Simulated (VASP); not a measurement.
# Se (Im-3m) in VASP: a series of runs

The runs below take Se through single point, relaxation of cell and atoms, with r2SCAN+rVV10.

All numbers are computed with VASP 6.6.1; they aren't measurements. Logs are shortened: lines on timing, memory, paths and dates and some standing lists are left out, and cuts for length are marked.

### Step 1. The cell of the first run

The structure is cubic, space group Im-3m (No. 229). Conventional cell: a = 2.843 Å, b = 2.843 Å, c = 2.843 Å, α = 90.00°, β = 90.00°, γ = 90.00°. Within 3.3 Å of Se (site symmetry m-3m) lie 14 Se at 2.46 to 2.84 Å.

### Step 2. Single point, r2SCAN+rVV10

The input, POSCAR:

```
Se
1.0
   -1.4212810276      1.4212810276      1.4212810276
    1.4212810276     -1.4212810276      1.4212810276
    1.4212810276      1.4212810276     -1.4212810276
Se
1
Direct
    0.0000000000      0.0000000000      0.0000000000
```

The input, INCAR.step1:

```
SYSTEM = Se
PREC = Accurate
ENCUT = 520
ISMEAR = 0
SIGMA = 0.1
LREAL = .False.
LASPH = .True.
NELM = 100
NBANDS = 9
GGA = PE
ALGO = Normal
EDIFF = 1E-4
LWAVE = .True.
LCHARG = .False.
```

The input, INCAR.step2:

```
SYSTEM = Se
PREC = Accurate
ENCUT = 520
EDIFF = 1E-6
ISMEAR = 0
SIGMA = 0.1
LREAL = .False.
LASPH = .True.
NELM = 100
ALGO = Normal
ISIF = 2
LWAVE = .False.
LCHARG = .True.
METAGGA = R2SCAN
LMIXTAU = .True.
LUSE_VDW = .True.
IVDW_NL = 2
BPARAM = 11.95
CPARAM = 0.0093
LELF = .True.
LVHAR = .True.
NBANDS = 9
ISTART = 1
```

The input, KPOINTS:

```
Automatic mesh
0
Gamma
  20 20 20
  0 0 0
```

Potentials or basis: VASP PAW PBE potentials, release 64 (Se).

Run with:

```console
$ cat potpaw_PBE.64/Se/POTCAR > POTCAR
$ cp INCAR.step1 INCAR
$ mpirun -np 1 vasp_std > vasp.out
$ cp INCAR.step2 INCAR
$ mpirun -np 1 vasp_std > vasp.out
```

OUTCAR:

```text
SYSTEM = Se
   PREC = Accurate
   ENCUT = 520
   EDIFF = 1E-6
   ISMEAR = 0
   LREAL = .False.
   LASPH = .True.
   NELM = 100
   ISIF = 2
   METAGGA = R2SCAN
   IVDW_NL = 2
   BPARAM = 11.95
   ISTART = 1

 ion  position               nearest neighbor table
   1  0.000  0.000  0.000-

  LATTYP: Found a body centered cubic cell.
 ALAT       =     2.8425620552

  Lattice vectors:

 A1 = (  -1.4212810276,   1.4212810276,   1.4212810276)
 A2 = (   1.4212810276,  -1.4212810276,   1.4212810276)
 A3 = (   1.4212810276,   1.4212810276,  -1.4212810276)

Analysis of symmetry for initial positions (statically):
=====================================================================
 Subroutine PRICEL returns:
 Original cell was already a primitive cell.

 Routine SETGRP: Setting up the symmetry group for a
 body centered cubic supercell.

 Subroutine GETGRP returns: Found 48 space group operations
 (whereof 48 operations were pure point group operations)
 out of a pool of 48 trial point group operations.

The static configuration has the point symmetry O_h .

Analysis of symmetry for dynamics (positions and initial velocities):
=====================================================================
 Subroutine PRICEL returns:
 Original cell was already a primitive cell.

 Routine SETGRP: Setting up the symmetry group for a
 body centered cubic supercell.

 Subroutine GETGRP returns: Found 48 space group operations
 (whereof 48 operations were pure point group operations)
 out of a pool of 48 trial point group operations.

The dynamic configuration has the point symmetry O_h .

 Subroutine INISYM returns: Found 48 space group operations
 (whereof 48 operations are pure point group operations),
 and found     1 'primitive' translations

----------------------------------------------------------------------------------------

                                     Primitive cell

  volume of cell :      11.4842

  direct lattice vectors                    reciprocal lattice vectors
    -1.421281028  1.421281028  1.421281028     0.000000000  0.351795310  0.351795310
     1.421281028 -1.421281028  1.421281028     0.351795310  0.000000000  0.351795310
     1.421281028  1.421281028 -1.421281028     0.351795310  0.351795310  0.000000000

  length of vectors
     2.461730952  2.461730952  2.461730952     0.497513699  0.497513699  0.497513699

  position of ions in fractional coordinates (direct lattice)
     0.000000000  0.000000000  0.000000000

  ion indices of the primitive-cell ions
   primitive index   ion index
                 1           1

----------------------------------------------------------------------------------------

 KPOINTS: Automatic mesh

Automatic generation of k-mesh.
 Grid dimensions read from file:
 generate k-points for:   20   20   20

 Generating k-lattice:

  Cartesian coordinates                     Fractional coordinates (reciprocal lattice)
     0.000000000  0.017589766  0.017589766     0.050000000  0.000000000  0.000000000
     0.017589766  0.000000000  0.017589766     0.000000000  0.050000000  0.000000000
     0.017589766  0.017589766  0.000000000     0.000000000  0.000000000  0.050000000

  Length of vectors
     0.024875685  0.024875685  0.024875685

  Shift w.r.t. Gamma in fractional coordinates (k-lattice)
     0.000000000  0.000000000  0.000000000

 Subroutine IBZKPT returns following result:
 ===========================================

 Found    256 irreducible k-points:

 Following reciprocal coordinates:
            Coordinates               Weight
  0.000000  0.000000  0.000000      1.000000
  0.050000  0.000000  0.000000     12.000000
  0.100000  0.000000  0.000000     12.000000
  0.150000  0.000000  0.000000     12.000000
  0.200000  0.000000  0.000000     12.000000
  0.250000  0.000000  0.000000     12.000000
[... 16 lines left out ...]
  0.200000  0.100000 -0.000000     48.000000
  0.250000  0.100000  0.000000     48.000000
 [... further k-points ...]
   k-points           NKPTS =    256   k-points in BZ     NKDIM =    256   number of bands    NBANDS=      9
   number of dos      NEDOS =    301   number of ions     NIONS =      1
   total plane-waves  NPLWV =   5832
   dimension x,y,z NGX =    18 NGY =   18 NGZ =   18
   dimension x,y,z NGXF=    36 NGYF=   36 NGZF=   36
   ions per type =               1
   NGX,Y,Z   is equivalent  to a cutoff of  12.16, 12.16, 12.16 a.u.
   NGXF,Y,Z  is equivalent  to a cutoff of  24.31, 24.31, 24.31 a.u.
 SYSTEM =  Se
   PREC   = accura    normal or accurate (medium, high low for compatibility)
   ISTART =      1    job   : 0-new  1-cont  2-samecut
   ICHARG =      0    charge: 1-file 2-atom 10-const
   ISPIN  =      1    spin polarized calculation?
   LNONCOLLINEAR =      F non collinear calculations
   LSORBIT =      F    spin-orbit coupling
   LASPH  =      T    aspherical Exc in radial PAW
   ENCUT  =  520.0 eV  38.22 Ry    6.18 a.u.   4.58  4.58  4.58*2*pi/ulx,y,z
   NELM   =    100;   NELMIN=  2; NELMDL=  0     # of ELM steps
   EDIFF  = 0.1E-05   stopping-criterion for ELM
   LREAL  =      F    real-space projection
   EDIFFG = 0.1E-04   stopping-criterion for IOM
   NSW    =      0    number of steps for IOM
   IBRION =     -1    ionic relax: 0-MD 1-quasi-New 2-CG
   NFREE  =      0    steps in history (QN), initial steepest desc. (CG)
   ISIF   =      2    stress and relaxation
   ISYM   =      2    0-nonsym 1-usesym 2-fastsym
   POTIM  = 0.5000    time-step for ionic-motion
   TEBEG  =    0.0;   TEEND  =   0.0 temperature during run
   PSTRESS=    0.0 pullay stress
   NELECT =       6.0000    total number of electrons
   NUPDOWN=      -1.0000    fix difference up-down
   EMIN   =  10.00;   EMAX   =-10.00  energy-range for DOS
   EFERMI =   0.00;   METHOD = LEGACY
   ISMEAR =     0;   SIGMA  =   0.10  broadening in eV -4-tet -1-fermi 0-gaus
   EFERMI_NEDOS =   21; number of points for ismear=-14 and -15
   IALGO  =     38    algorithm
   IMIX   =      4    mixing-type and parameters
     AMIX     =   0.40;   BMIX     =  1.00
     AMIX_MAG =   1.60;   BMIX_MAG =  1.00
  volume/ion in A,a.u.               =      11.48        77.50
  Fermi-wavevector in a.u.,A,eV,Ry     =   1.318536  2.491672 23.654231  1.738537
  Thomas-Fermi vector in A             =   2.448499
   LORBIT       =      0    0 simple, 1 ext, 2 COOP (PROOUT), +10 PAW based schemes
   METAGGA = R2SCAN    functional components
   LHFCALC =     F    Hartree Fock is set to
   AEXX    =    0.0000 exact exchange contribution
   IVDW_NL    =     2    kernel type
   BPARAM     =11.9500
   IVDW    =     0    specifies the selected vdW correction
   LEPSILON=     F    determine dielectric tensor
   LRPA    =     F    only Hartree local field effects (RPA)
 non-spin polarized calculation
 Gauss-broadening in eV      SIGMA  =   0.10
  energy-cutoff  :      520.00
  volume of cell :       11.48
 maximum number of plane-waves:       321
   NGX =  9   NGY =  9   NGZ =  9

 number of electron       5.9999998 magnetization

 Free energy of the ion-electron system (eV)
  ---------------------------------------------------
  ext. energy  EPLUGINS =         0.00000000
  ---------------------------------------------------
  free energy    TOTEN  =       -11.05955871 eV

  energy without entropy =      -11.05753473  energy(sigma->0) =      -11.05854672

 E-fermi :  14.5863     XC(G=0): -14.2060

 val. band max:       14.5763015491   @ k =   0.4000   0.1500   0.0500
 cond. band min:      14.6068472386   @ k =   0.2500   0.1000   0.0000
 fundamental gap:      0.0305456895
 Fermi energy:        14.5862674665

 k-point     1 :       0.0000    0.0000    0.0000
  band No.  band energies     occupation
      1      -9.8846      2.00000
      2      22.0518      0.00000
      3      22.0518      0.00000
      4      22.0518      0.00000
      5      28.9179      0.00000
      6      28.9179      0.00000
      7      28.9179      0.00000
      8      33.3208      0.00000
      9      33.3208      0.00000

 k-point     2 :       0.0500    0.0000    0.0000
  band No.  band energies     occupation
      1      -9.7883      2.00000
      2      21.2855      0.00000
      3      21.6231      0.00000
      4      21.9643      0.00000
      5      28.4269      0.00000
      6      28.8275      0.00000
      7      29.5087      0.00000
      8      31.8978      0.00000
      9      32.5267      0.00000

 k-point     3 :       0.1000    0.0000    0.0000
  band No.  band energies     occupation
      1      -9.4995      2.00000
      2      19.3748      0.00000
      3      20.6344      0.00000
      4      21.7083      0.00000
      5      27.3928      0.00000
      6      28.1278      0.00000
      7      30.9835      0.00000
      8      31.5543      0.00000
      9      31.8583      0.00000

 k-point     4 :       0.1500    0.0000    0.0000
  band No.  band energies     occupation
      1      -9.0186      2.00000
      2      16.9142      0.00000
      3      19.4821      0.00000
      4      21.3091      0.00000
      5      26.2735      0.00000
      6      27.0512      0.00000
      7      31.5868      0.00000
      8      32.0400      0.00000
      9      32.9473      0.00000

 k-point     5 :       0.2000    0.0000    0.0000
  band No.  band energies     occupation
      1      -8.3463      2.00000
      2      14.2624      2.00000
      3      18.3600      0.00000
      4      20.8155      0.00000
      5      25.2314      0.00000
      6      26.0265      0.00000
      7      31.7031      0.00000
      8      32.7858      0.00000
      9      35.2080      0.00000

 k-point     6 :       0.2500    0.0000    0.0000
  band No.  band energies     occupation
      1      -7.4843      2.00000
      2      11.5979      2.00000
      3      17.3509      0.00000
      4      20.2891      0.00000
      5      24.3216      0.00000
      6      25.1475      0.00000
      7      32.1669      0.00000
      8      33.6684      0.00000
      9      37.6833      0.00000
[... 169 lines left out ...]
 k-point    21 :       0.1000    0.1000    0.0000
  band No.  band energies     occupation
      1      -8.7303      2.00000
      2      16.2967      0.00000
      3      18.2447      0.00000
      4      20.3387      0.00000
      5      26.5904      0.00000
      6      27.6587      0.00000
      7      30.5801      0.00000
      8      32.4052      0.00000
      9      34.4464      0.00000

 k-point    22 :       0.1500    0.1000    0.0000
  band No.  band energies     occupation
      1      -8.0586      2.00000
      2      14.1324      2.00000
      3      16.7289      0.00000
      4      19.6258      0.00000
      5      26.0261      0.00000
      6      27.3644      0.00000
      7      30.7453      0.00000
      8      33.5957      0.00000
      9      35.6732      0.00000

 k-point    23 :       0.2000    0.1000   -0.0000
  band No.  band energies     occupation
      1      -7.1977      2.00000
      2      11.6826      2.00000
      3      15.5381      0.00000
      4      18.9462      0.00000
      5      25.3759      0.00000
      6      27.1071      0.00000
      7      30.8939      0.00000
      8      35.3128      0.00000
      9      37.0346      0.00000

 k-point    24 :       0.2500    0.1000    0.0000
  band No.  band energies     occupation
      1      -6.1513      2.00000
      2       9.1920      2.00000
      3      14.6068      0.77102
      4      18.3344      0.00000
      5      24.7529      0.00000
      6      26.8561      0.00000
      7      31.3143      0.00000
      8      36.9098      0.00000
      9      38.9172      0.00000

 [... further k-points ...]

------------------------ aborting loop because EDIFF is reached ----------------------------------------

  FORCE on cell =-STRESS in cart. coord.  units (eV):
  Direction    XX          YY          ZZ          XY          YZ          ZX
  --------------------------------------------------------------------------------------
  -------------------------------------------------------------------------------------
  Total       10.7490029     10.7490029     10.7490029      0.0000000      0.0000000      0.0000000
  in kB     1499.6119575   1499.6119575   1499.6119575      0.0000000      0.0000000      0.0000000
  external PRESSURE =    1499.6119575 kB  Pullay stress =       0.0000000 kB

 VOLUME and BASIS-vectors are now :
 -----------------------------------------------------------------------------
  energy-cutoff  :      520.00
  volume of cell :       11.48
      direct lattice vectors                 reciprocal lattice vectors
    -1.421281028  1.421281028  1.421281028     0.000000000  0.351795310  0.351795310
     1.421281028 -1.421281028  1.421281028     0.351795310  0.000000000  0.351795310
     1.421281028  1.421281028 -1.421281028     0.351795310  0.351795310  0.000000000

 POSITION                                       TOTAL-FORCE (eV/Angst)
 -----------------------------------------------------------------------------------
      0.00000      0.00000      0.00000         0.000000     -0.000000     -0.000000
 -----------------------------------------------------------------------------------
    total drift:                               -0.000000      0.000000     -0.000000

  FREE ENERGIE OF THE ION-ELECTRON SYSTEM (eV)
  ---------------------------------------------------
  free  energy   TOTEN  =       -11.0595587079 eV

  energy  without entropy=      -11.0575347296  energy(sigma->0) =      -11.05854672
```

Wall time 76 s (1 thread of AMD EPYC 9R45 (Zen 5), shared host); peak memory 0.14 GiB.

Results:

* Free energy: -11.0596 eV
* Pressure: 150.0 GPa
* Band gap on the k mesh: zero (band 3 reaches 22.05 eV, above the bottom of band 4 at 6.17 eV)

Levels at points of the mesh, in eV from the Fermi level:
```tsv
k point	band 1	band 2	band 3	band 4	band 5	band 6
(0.00, 0.00, 0.00)	-24.47	7.47	7.47	7.47	14.33	14.33
(0.50, 0.00, 0.00)	-16.04	-13.39	0.33	4.17	7.62	8.57
(0.50, 0.50, 0.50)	-8.27	-6.64	-6.64	-6.64	0.82	0.82
```

Caveat: the PAW data sets were made with another functional, which shifts forces and pressure a little.

### Step 3. Relaxation of cell and atoms, r2SCAN+rVV10, target pressure 148 GPa, at which the enthalpy is minimised

This run uses another cell than the first one, of 11.51 Å³/atom, 1.002 times its volume.

The input, POSCAR:

```
Se
1.0
   -1.4224541875      1.4224541875      1.4224541875
    1.4224541875     -1.4224541875      1.4224541875
    1.4224541875      1.4224541875     -1.4224541875
Se
1
Direct
    0.0000000000      0.0000000000      0.0000000000
```

Changes to INCAR.step1 since step 2:

```diff
@@ -2,3 +2,3 @@
 PREC = Accurate
-ENCUT = 520
+ENCUT = 600
 ISMEAR = 0
@@ -8,3 +8,2 @@
 NELM = 100
-NBANDS = 9
 GGA = PE
```

The input, INCAR.step2:

```
SYSTEM = Se
PREC = Accurate
ENCUT = 600
EDIFF = 1E-6
ISMEAR = 0
SIGMA = 0.1
LREAL = .False.
LASPH = .True.
NELM = 100
ALGO = Normal
ISIF = 3
LWAVE = .False.
LCHARG = .False.
METAGGA = R2SCAN
LMIXTAU = .True.
LUSE_VDW = .True.
IVDW_NL = 2
BPARAM = 11.95
CPARAM = 0.0093
IBRION = 2
NSW = 100
EDIFFG = -0.002
PSTRESS = 1480.0
ISTART = 1
```

The input, KPOINTS:

```
regular mesh
0
Gamma
  20 20 20
  0 0 0
```

Potentials or basis: VASP PAW PBE potentials, release 64 (Se).

Run with:

```console
$ cat potpaw_PBE.64/Se/POTCAR > POTCAR
$ cp INCAR.step1 INCAR
$ mpirun -np 1 vasp_std > vasp.out
$ cp INCAR.step2 INCAR
$ mpirun -np 1 vasp_std > vasp.out
```

Wall time 3.1 min (1 thread of AMD EPYC 9R45 (Zen 5), shared host); peak memory 0.17 GiB.

Results (log left out):

```yaml
Free_energy: -11.0952 eV
Relaxed_volume: 11.52 Å³/atom
Relaxed_cell: a = 2.464 Å, b = 2.464 Å, c = 2.464 Å, α = 109.47°, β = 109.47°, γ = 109.47°
Space_group_after_relaxing_to_0.05_Å: Im-3m (No. 229)
Energy_change_on_relaxing_the_enthalpy_is_what_falls: -8.3 meV/atom
Ionic_steps: 3
Pressure_after_relaxing: 148.0 GPa
Band_gap_on_the_k_mesh: zero (band 3 reaches 21.95 eV, above the bottom of band 4 at 6.13 eV)
```

The path:
```csv
step,energy change (eV),largest force (eV/Å),pressure (GPa),volume (Å³)
1,0.0000,0.0000,148.48,11.51
2,-0.0528,0.0000,145.59,11.57
3,-0.0083,0.0000,148.00,11.52
```

Final structure:
```cif
data_structure
_symmetry_space_group_name_H-M 'P 1'
_symmetry_Int_Tables_number 1
_cell_length_a 2.4644
_cell_length_b 2.4644
_cell_length_c 2.4644
_cell_angle_alpha 109.471
_cell_angle_beta 109.471
_cell_angle_gamma 109.471
_cell_volume 11.52
loop_
_atom_site_label
_atom_site_type_symbol
_atom_site_fract_x
_atom_site_fract_y
_atom_site_fract_z
_atom_site_occupancy
Se1 Se 0.00000 0.00000 0.00000 1
```

Levels at points of the mesh, in eV from the Fermi level:
```csv
k point,band 1,band 2,band 3,band 4,band 5,band 6
"(0.00, 0.00, 0.00)",-24.41,7.43,7.43,7.43,14.32,14.32
"(0.50, 0.00, 0.00)",-16.02,-13.35,0.32,4.16,7.62,8.56
"(0.50, 0.50, 0.50)",-8.29,-6.62,-6.62,-6.62,0.85,0.85
```

Caveat: the cell is relaxed towards a set pressure, so the enthalpy falls and the energy may rise; the PAW data sets were made with another functional, which shifts forces and pressure a little.

[end of part 1 of 2]
